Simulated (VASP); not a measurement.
Set up this calculation in VASP 6.6.1, as the native input.

```yaml
Task: single point
Functional: PBE
Potentials_or_basis: VASP PAW PBE potentials, release 64 (B, N)
Cutoff: 520 eV
k_mesh: 1 × 1 × 1
Occupations: fermi-dirac, width 0.01 eV
Spin: collinear spin
Fixed_moment: 1 μB
Dipole_correction: no
Further_INCAR_settings: LREAL = Auto; ALGO = Normal; EDIFF = 1e-06; NBANDS = 86
```

The structure of B16N15 (a cell with a defect) (vacancy hop of N) lies in POSCAR:

```
B16N15
1.0
   -3.6241103800      3.6241103800     -3.6241103800
    3.6241103800      3.6241103800      3.6241103800
    3.6241103800     -3.6241103800     -3.6241103800
B N
16 15
Direct
   -0.0016063086      0.0031859278      0.0015931367
    0.0019144545      0.2545655769      0.7537740928
   -0.0068643021      0.5015155155      0.4994990288
    0.0071541129      0.7576643691      0.2573205222
    0.2493204433     -0.0001203417      0.7417136807
    0.2332945730      0.2496192912      0.4995519098
    0.2497539886      0.4981859693      0.2452391225
    0.2526909116      0.7489462626      0.0016316972
    0.4990545789     -0.0162346946      0.4994676666
    0.5012378077      0.2517802390      0.2337331634
    0.4962783683      0.5010955882     -0.0026259374
    0.5040610402      0.7524414043      0.7538109300
    0.7476344809      0.0002884533      0.2452272606
    0.7505817227      0.2468525264     -0.0025631258
    0.7670052439      0.5175675080      0.7652623321
    0.7510028949      0.7436880645      0.4995475867
    0.0042197044      0.0019818307      0.2517369822
    0.0001681246      0.2507129499     -0.0004869782
   -0.0038696524      0.4988616773      0.7467716129
    0.0001652752      0.7507020111      0.4995266937
    0.2516307188      0.0021527585      0.0041091128
    0.2519953162      0.2498010040      0.7473056533
    0.2533494107      0.4992222327      0.4995463209
    0.2514691681      0.7547361070      0.2517094995
    0.4992414742      0.0025387945      0.7473071544
    0.5010456519      0.4993899003      0.2522399931
    0.5001821251      0.7507003760     -0.0004938292
    0.7486591615      0.0038521266      0.4994829203
    0.7488645535      0.2515805317      0.2522381213
    0.7470124857      0.4975676750     -0.0050903158
    0.7483291987      0.7466752442      0.7468027388
```

These files were run (other wordings do the same):

INCAR

```
SYSTEM = B16N15
PREC = Accurate
ENCUT = 520
EDIFF = 1E-6
ISMEAR = -1
SIGMA = 0.01
LREAL = Auto
LASPH = .TRUE.
NELM = 200
ALGO = Normal
ISIF = 2
LWAVE = .FALSE.
LCHARG = .FALSE.
ISPIN = 2
MAGMOM = 0.01 0.01 0.01 0.01 0.01 0 0.01 0.01 0 0 0.01 0.01 0.01 0.01 0 0.01 0 -0.01 0 -0.01 0.03 0 0.03 0 0 0 -0.01 0.03 0 0.03 0
LORBIT = 11
NUPDOWN = 1.0
GGA = PE
NBANDS = 86
GGA_COMPAT = .FALSE.
```

KPOINTS

```
Automatic mesh
0
G
  1 1 1
  0 0 0
```

Potentials or basis: VASP PAW PBE potentials, release 64 (B, N).

The run is started by

```console
$ cat potpaw_PBE.64/B/POTCAR potpaw_PBE.64/N/POTCAR > POTCAR
$ mpirun -np 1 vasp_gam > vasp.out
```

It gave:

```json
{"Pressure": "0.8 GPa", "Largest force": "0.022 eV/Å", "Net moment": "1.00 μB per cell", "Site moments": "B +0.02, +0.01; N -0.00, -0.01, +0.03 μB", "Valence electrons inside the program's atomic spheres": "B 2.00, 2.01, 1.97; N 3.98, 3.99, 3.95"}
```

Caveat: the k points lie up to 1.23 Å⁻¹ apart; the total moment is fixed, so each spin has its own Fermi level.

Run time: 52 s on 1 thread of Intel(R) Xeon(R) Platinum 8488C (Sapphire Rapids), with other jobs on the host, peak memory 0.38 GiB.
